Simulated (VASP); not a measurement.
# Sc in VASP: further runs

The runs below take Sc through single point, with r2SCAN.

All numbers are computed with VASP 6.6.1; they aren't measurements. Logs are shortened: lines on timing, memory, paths and dates and some standing lists are left out, and cuts for length are marked.

**1. The cell of the first run**

The structure is cubic, space group Fm-3m (No. 225). Conventional cell: a = 4.723 Å, b = 4.723 Å, c = 4.723 Å, α = 90.00°, β = 90.00°, γ = 90.00°. Within 4.4 Å of Sc (site symmetry m-3m) lie 12 Sc at 3.34 Å.

This isn't the form of Sc at room conditions, which is hcp.

**2. Single point, r2SCAN (strain +0.040 along x and y, +0.040 along z)**

Contents of POSCAR:

```
Sc
1.0
    0.0000000000      2.3613200000      2.3613200000
    2.3613200000      0.0000000000      2.3613200000
    2.3613200000      2.3613200000      0.0000000000
Sc
1
Direct
    0.0000000000      0.0000000000      0.0000000000
```

Contents of INCAR.step1:

```
ALGO = Normal
EDIFF = 1E-4
ENCUT = 520
GGA = PE
ISMEAR = 0
LASPH = True
LCHARG = False
LREAL = False
LWAVE = True
NBANDS = 12
NELM = 100
PREC = Accurate
SIGMA = 0.15
```

Contents of INCAR.step2:

```
ALGO = Normal
EDIFF = 1E-7
ENCUT = 520
ISIF = 2
ISMEAR = 0
ISTART = 1
LASPH = True
LCHARG = False
LMIXTAU = True
LREAL = False
LWAVE = False
METAGGA = R2SCAN
NBANDS = 12
NELM = 100
PREC = Accurate
SIGMA = 0.15
```

Contents of KPOINTS:

```
k-points
0
Gamma
  18 18 18
```

Potentials or basis: VASP PAW PBE potentials, release 64 (Sc_sv).

Command:

```console
$ cat potpaw_PBE.64/Sc_sv/POTCAR > POTCAR
$ cp INCAR.step1 INCAR
$ mpirun -np 1 vasp_std > vasp.out
$ cp INCAR.step2 INCAR
$ mpirun -np 1 vasp_std > vasp.out
```

OUTCAR:

```text
EDIFF = 1E-7
   ENCUT = 520
   ISIF = 2
   ISMEAR = 0
   ISTART = 1
   LASPH = True
   LREAL = False
   METAGGA = R2SCAN
   NELM = 100
   PREC = Accurate

 ion  position               nearest neighbor table
   1  0.000  0.000  0.000-

  LATTYP: Found a face centered cubic cell.
 ALAT       =     4.7226400000

  Lattice vectors:

 A1 = (   0.0000000000,   2.3613200000,   2.3613200000)
 A2 = (   2.3613200000,   0.0000000000,   2.3613200000)
 A3 = (   2.3613200000,   2.3613200000,   0.0000000000)

Analysis of symmetry for initial positions (statically):
=====================================================================
 Subroutine PRICEL returns:
 Original cell was already a primitive cell.

 Routine SETGRP: Setting up the symmetry group for a
 face centered cubic supercell.

 Subroutine GETGRP returns: Found 48 space group operations
 (whereof 48 operations were pure point group operations)
 out of a pool of 48 trial point group operations.

The static configuration has the point symmetry O_h .

Analysis of symmetry for dynamics (positions and initial velocities):
=====================================================================
 Subroutine PRICEL returns:
 Original cell was already a primitive cell.

 Routine SETGRP: Setting up the symmetry group for a
 face centered cubic supercell.

 Subroutine GETGRP returns: Found 48 space group operations
 (whereof 48 operations were pure point group operations)
 out of a pool of 48 trial point group operations.

The dynamic configuration has the point symmetry O_h .

 Subroutine INISYM returns: Found 48 space group operations
 (whereof 48 operations are pure point group operations),
 and found     1 'primitive' translations

----------------------------------------------------------------------------------------

                                     Primitive cell

  volume of cell :      26.3326

  direct lattice vectors                    reciprocal lattice vectors
     0.000000000  2.361320000  2.361320000    -0.211745973  0.211745973  0.211745973
     2.361320000  0.000000000  2.361320000     0.211745973 -0.211745973  0.211745973
     2.361320000  2.361320000  0.000000000     0.211745973  0.211745973 -0.211745973

  length of vectors
     3.339410769  3.339410769  3.339410769     0.366754783  0.366754783  0.366754783

  position of ions in fractional coordinates (direct lattice)
     0.000000000  0.000000000  0.000000000

  ion indices of the primitive-cell ions
   primitive index   ion index
                 1           1

----------------------------------------------------------------------------------------

 KPOINTS: k-points

Automatic generation of k-mesh.
 Grid dimensions read from file:
 generate k-points for:   18   18   18

 Generating k-lattice:

  Cartesian coordinates                     Fractional coordinates (reciprocal lattice)
    -0.011763665  0.011763665  0.011763665     0.055555556  0.000000000  0.000000000
     0.011763665 -0.011763665  0.011763665     0.000000000  0.055555556  0.000000000
     0.011763665  0.011763665 -0.011763665     0.000000000  0.000000000  0.055555556

  Length of vectors
     0.020375266  0.020375266  0.020375266

  Shift w.r.t. Gamma in fractional coordinates (k-lattice)
     0.000000000  0.000000000  0.000000000

 Subroutine IBZKPT returns following result:
 ===========================================

 Found    195 irreducible k-points:

 Following reciprocal coordinates:
            Coordinates               Weight
  0.000000  0.000000  0.000000      1.000000
  0.055556  0.000000  0.000000      8.000000
  0.111111  0.000000  0.000000      8.000000
  0.166667  0.000000  0.000000      8.000000
  0.222222  0.000000  0.000000      8.000000
  0.277778  0.000000  0.000000      8.000000
[... 16 lines left out ...]
 -0.277778  0.055556  0.000000     24.000000
 -0.222222  0.055556  0.000000     24.000000
 [... further k-points ...]
   k-points           NKPTS =    195   k-points in BZ     NKDIM =    195   number of bands    NBANDS=     12
   number of dos      NEDOS =    301   number of ions     NIONS =      1
   total plane-waves  NPLWV =  21952
   dimension x,y,z NGX =    28 NGY =   28 NGZ =   28
   dimension x,y,z NGXF=    56 NGYF=   56 NGZF=   56
   ions per type =               1
   NGX,Y,Z   is equivalent  to a cutoff of  13.94, 13.94, 13.94 a.u.
   NGXF,Y,Z  is equivalent  to a cutoff of  27.88, 27.88, 27.88 a.u.
 SYSTEM =  unknown system
   PREC   = accura    normal or accurate (medium, high low for compatibility)
   ISTART =      1    job   : 0-new  1-cont  2-samecut
   ICHARG =      0    charge: 1-file 2-atom 10-const
   ISPIN  =      1    spin polarized calculation?
   LNONCOLLINEAR =      F non collinear calculations
   LSORBIT =      F    spin-orbit coupling
   LASPH  =      T    aspherical Exc in radial PAW
   ENCUT  =  520.0 eV  38.22 Ry    6.18 a.u.   6.21  6.21  6.21*2*pi/ulx,y,z
   NELM   =    100;   NELMIN=  2; NELMDL=  0     # of ELM steps
   EDIFF  = 0.1E-06   stopping-criterion for ELM
   LREAL  =      F    real-space projection
   EDIFFG = 0.1E-05   stopping-criterion for IOM
   NSW    =      0    number of steps for IOM
   IBRION =     -1    ionic relax: 0-MD 1-quasi-New 2-CG
   NFREE  =      0    steps in history (QN), initial steepest desc. (CG)
   ISIF   =      2    stress and relaxation
   ISYM   =      2    0-nonsym 1-usesym 2-fastsym
   POTIM  = 0.5000    time-step for ionic-motion
   TEBEG  =    0.0;   TEEND  =   0.0 temperature during run
   PSTRESS=    0.0 pullay stress
   NELECT =      11.0000    total number of electrons
   NUPDOWN=      -1.0000    fix difference up-down
   EMIN   =  10.00;   EMAX   =-10.00  energy-range for DOS
   EFERMI =   0.00;   METHOD = LEGACY
   ISMEAR =     0;   SIGMA  =   0.15  broadening in eV -4-tet -1-fermi 0-gaus
   EFERMI_NEDOS =   21; number of points for ismear=-14 and -15
   IALGO  =     38    algorithm
   IMIX   =      4    mixing-type and parameters
     AMIX     =   0.40;   BMIX     =  1.00
     AMIX_MAG =   1.60;   BMIX_MAG =  1.00
  volume/ion in A,a.u.               =      26.33       177.70
  Fermi-wavevector in a.u.,A,eV,Ry     =   1.223792  2.312631 20.376989  1.497666
  Thomas-Fermi vector in A             =   2.358890
   LORBIT       =      0    0 simple, 1 ext, 2 COOP (PROOUT), +10 PAW based schemes
   METAGGA = R2SCAN    functional components
   LHFCALC =     F    Hartree Fock is set to
   AEXX    =    0.0000 exact exchange contribution
   IVDW    =     0    specifies the selected vdW correction
   LEPSILON=     F    determine dielectric tensor
   LRPA    =     F    only Hartree local field effects (RPA)
 non-spin polarized calculation
 Gauss-broadening in eV      SIGMA  =   0.15
  energy-cutoff  :      520.00
  volume of cell :       26.33
 maximum number of plane-waves:       725
 NGX is ok and might be reduce to    28
   NGX = 13   NGY = 13   NGZ = 13

 number of electron      11.0000001 magnetization

 Free energy of the ion-electron system (eV)
  ---------------------------------------------------
  ext. energy  EPLUGINS =         0.00000000
  ---------------------------------------------------
  free energy    TOTEN  =       -11.30107734 eV

  energy without entropy =      -11.27851152  energy(sigma->0) =      -11.28979443

 E-fermi :   3.3917     XC(G=0): -10.3336

 val. band max:        3.3873713616   @ k =  -0.3889   0.1111   0.0000
 cond. band min:       3.3962590966   @ k =   0.4444   0.2778   0.0556
 fundamental gap:      0.0088877350
 Fermi energy:         3.3916634285

 k-point     1 :       0.0000    0.0000    0.0000
  band No.  band energies     occupation
      1     -48.3601      2.00000
      2     -25.8242      2.00000
      3     -25.8242      2.00000
      4     -25.8242      2.00000
      5      -2.0450      2.00000
      6       5.0883      0.00000
      7       5.0883      0.00000
      8       5.0883      0.00000
      9       6.4288      0.00000
     10       6.4288      0.00000
     11      16.0384      0.00000
     12      19.4601      0.00000

 k-point     2 :       0.0556    0.0000    0.0000
  band No.  band energies     occupation
      1     -48.3587      2.00000
      2     -25.8344      2.00000
      3     -25.8256      2.00000
      4     -25.8256      2.00000
      5      -1.9672      2.00000
      6       5.0288      0.00000
      7       5.1165      0.00000
      8       5.1165      0.00000
      9       6.4085      0.00000
     10       6.4085      0.00000
     11      16.0940      0.00000
     12      18.7413      0.00000

 k-point     3 :       0.1111    0.0000    0.0000
  band No.  band energies     occupation
      1     -48.3546      2.00000
      2     -25.8635      2.00000
      3     -25.8293      2.00000
      4     -25.8293      2.00000
      5      -1.7373      2.00000
      6       4.8627      0.00000
      7       5.1900      0.00000
      8       5.1900      0.00000
      9       6.3621      0.00000
     10       6.3621      0.00000
     11      16.1364      0.00000
     12      17.5331      0.00000
[... 286 lines left out ...]
 k-point    23 :      -0.2778    0.0556    0.0000
  band No.  band energies     occupation
      1     -48.3294      2.00000
      2     -26.0366      2.00000
      3     -25.8630      2.00000
      4     -25.8489      2.00000
      5      -0.0161      2.00000
      6       3.9559      0.00000
      7       5.1693      0.00000
      8       5.2768      0.00000
      9       6.4543      0.00000
     10       6.8295      0.00000
     11      12.6506      0.00000
     12      16.2122      0.00000

 k-point    24 :      -0.2222    0.0556    0.0000
  band No.  band energies     occupation
      1     -48.3373      2.00000
      2     -25.9819      2.00000
      3     -25.8552      2.00000
      4     -25.8413      2.00000
      5      -0.6227      2.00000
      6       4.2248      0.00000
      7       5.2497      0.00000
      8       5.3530      0.00000
      9       6.2460      0.00000
     10       6.6232      0.00000
     11      13.8978      0.00000
     12      16.4945      0.00000

 [... further k-points ...]
[... 5 lines left out ...]
  --------------------------------------------------------------------------------------
  -------------------------------------------------------------------------------------
  Total       -0.3547496     -0.3547496     -0.3547496      0.0000000     -0.0000000      0.0000000
  in kB      -21.5843017    -21.5843017    -21.5843017      0.0000000     -0.0000000      0.0000000
  external PRESSURE =     -21.5843017 kB  Pullay stress =       0.0000000 kB

 VOLUME and BASIS-vectors are now :
 -----------------------------------------------------------------------------
  energy-cutoff  :      520.00
  volume of cell :       26.33
      direct lattice vectors                 reciprocal lattice vectors
     0.000000000  2.361320000  2.361320000    -0.211745973  0.211745973  0.211745973
     2.361320000  0.000000000  2.361320000     0.211745973 -0.211745973  0.211745973
     2.361320000  2.361320000  0.000000000     0.211745973  0.211745973 -0.211745973

 POSITION                                       TOTAL-FORCE (eV/Angst)
 -----------------------------------------------------------------------------------
      0.00000      0.00000      0.00000         0.000000      0.000000      0.000000
 -----------------------------------------------------------------------------------
    total drift:                               -0.000000     -0.000000     -0.000000

  FREE ENERGIE OF THE ION-ELECTRON SYSTEM (eV)
  ---------------------------------------------------
  free  energy   TOTEN  =       -11.3010773370 eV

  energy  without entropy=      -11.2785115250  energy(sigma->0) =      -11.28979443
```

It took 8.9 min on 1 thread of Intel Xeon 8259CL, shared host; peak memory 0.21 GiB.

What came out:

```
Free energy            : -11.3011 eV
Pressure               : -2.2 GPa
Band gap on the k mesh : zero (an odd number of electrons rules out a gap without spin polarisation)
```

Caveat: the cell differs from its parent crystal (strain +0.040 along x and y, +0.040 along z); the PAW data sets were made with another functional, which shifts forces and pressure a little.

**3. Single point, r2SCAN (strain +0.080 along x and y, +0.080 along z)**

Contents of POSCAR:

```
Sc
1.0
    0.0000000000      2.4521400000      2.4521400000
    2.4521400000      0.0000000000      2.4521400000
    2.4521400000      2.4521400000      0.0000000000
Sc
1
Direct
    0.0000000000      0.0000000000      0.0000000000
```

Contents of INCAR.step1:

```
SYSTEM = Sc
PREC = Accurate
ENCUT = 520
ISMEAR = 0
SIGMA = 0.15
LREAL = .False.
LASPH = .True.
NELM = 80
NBANDS = 12
GGA = PE
ALGO = Normal
EDIFF = 1E-4
LWAVE = .True.
LCHARG = .False.
```

Contents of INCAR.step2:

```
SYSTEM = Sc
PREC = Accurate
ENCUT = 520
EDIFF = 1E-6
ISMEAR = 0
SIGMA = 0.15
LREAL = .False.
LASPH = .True.
NELM = 80
ALGO = Normal
ISIF = 2
LWAVE = .False.
LCHARG = .True.
METAGGA = R2SCAN
LMIXTAU = .True.
LELF = .True.
LVHAR = .True.
NBANDS = 12
ISTART = 1
```

Contents of KPOINTS:

```
regular mesh
0
Gamma
  18 18 18
  0 0 0
```

Potentials or basis: VASP PAW PBE potentials, release 64 (Sc_sv).

Command:

```console
$ cat potpaw_PBE.64/Sc_sv/POTCAR > POTCAR
$ cp INCAR.step1 INCAR
$ mpirun -np 1 vasp_std > vasp.out
$ cp INCAR.step2 INCAR
$ mpirun -np 1 vasp_std > vasp.out
```

It took 9.1 min on 1 thread of Intel Xeon 8259CL, shared host; peak memory 0.22 GiB.

It converged, with:

```yaml
Free_energy: -11.2121 eV
Pressure: -6.6 GPa
Band_gap_on_the_k_mesh: zero (an odd number of electrons rules out a gap without spin polarisation)
```

Levels at points of the mesh, in eV from the Fermi level:
```tsv
k point	band 2	band 3	band 4	band 5	band 6	band 7	band 8	band 9
(0.00, 0.00, 0.00)	-29.59	-29.59	-29.59	-5.20	1.51	1.51	1.51	2.67
(0.50, 0.00, 0.00)	-29.81	-29.62	-29.62	-1.65	-0.20	1.44	1.44	3.36
(0.50, 0.50, 0.00)	-29.80	-29.67	-29.67	-1.24	-0.38	1.34	3.37	3.53
```

Caveat: the cell differs from its parent crystal (strain +0.080 along x and y, +0.080 along z); the cell stands under tension; the PAW data sets were made with another functional, which shifts forces and pressure a little.

**4. Single point, r2SCAN (strain -0.080 along x and y, -0.040 along z)**

Contents of POSCAR:

```
Sc
1.0
    0.0000000000      2.0888600000      2.1796800000
    2.0888600000      0.0000000000      2.1796800000
    2.0888600000      2.0888600000      0.0000000000
Sc
1
Direct
    0.0000000000      0.0000000000      0.0000000000
```

Contents of INCAR.step1:

```
SYSTEM = Sc
PREC     = Accurate       ! precision mode
ENCUT    = 520            ! plane-wave cutoff, eV
ISMEAR   = 0              ! smearing method
SIGMA    = 0.15           ! smearing width, eV
LREAL    = .FALSE.        ! projectors in reciprocal space
LASPH    = .TRUE.         ! aspherical terms in the spheres
NELM     = 80             ! most SCF steps
NBANDS   = 12             ! bands
GGA      = PE             ! functional
ALGO     = Normal         ! electronic algorithm
EDIFF    = 1E-4           ! SCF threshold, eV
LWAVE    = .TRUE.         ! write WAVECAR
LCHARG   = .FALSE.        ! write CHGCAR
```

Contents of INCAR.step2:

```
SYSTEM = Sc
PREC     = Accurate       ! precision mode
ENCUT    = 520            ! plane-wave cutoff, eV
EDIFF    = 1E-6           ! SCF threshold, eV
ISMEAR   = 0              ! smearing method
SIGMA    = 0.15           ! smearing width, eV
LREAL    = .FALSE.        ! projectors in reciprocal space
LASPH    = .TRUE.         ! aspherical terms in the spheres
NELM     = 80             ! most SCF steps
ALGO     = Normal         ! electronic algorithm
ISIF     = 2              ! what is computed and relaxed
LWAVE    = .FALSE.        ! write WAVECAR
LCHARG   = .FALSE.        ! write CHGCAR
METAGGA  = R2SCAN         ! meta-GGA
LMIXTAU  = .TRUE.       
NBANDS   = 12             ! bands
ISTART   = 1
```

Contents of KPOINTS:

```
regular mesh
0
G
  18 18 18
  0 0 0
```

Command:

```console
$ cat potpaw_PBE.64/Sc_sv/POTCAR > POTCAR
$ cp INCAR.step1 INCAR
$ mpirun -np 1 vasp_std > vasp.out
$ cp INCAR.step2 INCAR
$ mpirun -np 1 vasp_std > vasp.out
```

Wall time 7 min (1 thread of Intel Xeon 8259CL, shared host); peak memory 0.23 GiB.

Results (log left out):

- Free energy: -10.9557 eV
- Pressure: 21.7 GPa
- Band gap on the k mesh: zero (an odd number of electrons rules out a gap without spin polarisation)

Stress tensor (GPa, compression positive):
```
21.87  0.00  0.00
 0.00 21.87  0.00
 0.00  0.00 21.49
```

Levels at points of the mesh, in eV from the Fermi level:
```
           k point  band 2  band 3  band 4  band 5  band 6  band 7  band 8  band 9
(0.00, 0.00, 0.00)  -28.07  -28.07  -28.07   -5.94    1.92    2.26    2.26    3.93
(0.50, 0.00, 0.00)  -29.03  -28.21  -28.16   -2.16    0.81    1.75    2.14    5.34
(0.50, 0.50, 0.00)  -28.95  -28.36  -28.36   -2.26   -0.96    2.60    5.46    5.76
(0.50, 0.00, 0.50)  -28.96  -28.46  -28.37   -2.29   -1.14    3.43    5.43    5.61
```

Caveat: the cell differs from its parent crystal (strain -0.080 along x and y, -0.040 along z); the cell stands under pressure; the PAW data sets were made with another functional, which shifts forces and pressure a little.

**5. Summary**

| cell | gap on the mesh (eV) | pressure (GPa) |
| --- | --- | --- |
| a = 3.339 Å, angles 60.0°, 1 atom | none | -2.2 |
| a = 3.468 Å, angles 60.0°, 1 atom | none | -6.6 |
| a = 3.019, b = 3.019, c = 2.954 Å, angles 60.7, 60.7, 58.6°, 1 atom | none | 21.7 |

Alike in all rows: task single point; level r2SCAN; potentials or basis VASP PAW PBE potentials, release 64 (Sc_sv); no spin polarisation; k mesh 18 × 18 × 18; cutoff (eV) 520; smearing gaussian 0.15 eV.

Caveats: the PAW data sets were made with another functional, which shifts forces and pressure a little; the cell stands under tension (at least some runs); the cell stands under pressure (at least some runs).

Total energies depend on the potentials used, so only differences within one code and one set of settings carry meaning.
